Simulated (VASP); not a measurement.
Crystal: CdSe.

```
Cd Se
1.0
     0.00000    3.02878    3.02878
     3.02878    0.00000    3.02878
     3.02878    3.02878    0.00000
Cd Se
1 1
Direct
  0.00000 0.00000 0.00000
  0.25000 0.25000 0.25000
```

Base run:

| Item | Value |
| --- | --- |
| Program | VASP 6.6.1 |
| Functional | RPBE |
| Potentials or basis | VASP PAW PBE potentials, release 64 (Cd, Se) |
| Cutoff | 520 eV |
| k mesh | 8 × 8 × 8 |
| Occupations | fermi-dirac, width 0.05 eV |
| Spin | no spin polarisation |

Its results: band gap on the k mesh 0.81 eV, direct; pressure 5.9 GPa.

Q: After a change of settings the same cell gave: band gap on the k mesh 0.60 eV, direct; pressure 7.0 GPa. Which change was it?
A. functional from RPBE to BLYP
B. functional from RPBE to PBEsol; further incar settings from ALGO = Normal; EDIFF = 1e-07; NBANDS = 16 to ALGO = Normal; EDIFF = 1e-06; NBANDS = 16
C. functional from RPBE to PBE; dispersion from none to D3(BJ)
D. functional from RPBE to r2SCAN; dispersion from none to rVV10

A: A.

Caveats: the PAW data sets were made with another functional, which shifts forces and pressure a little.
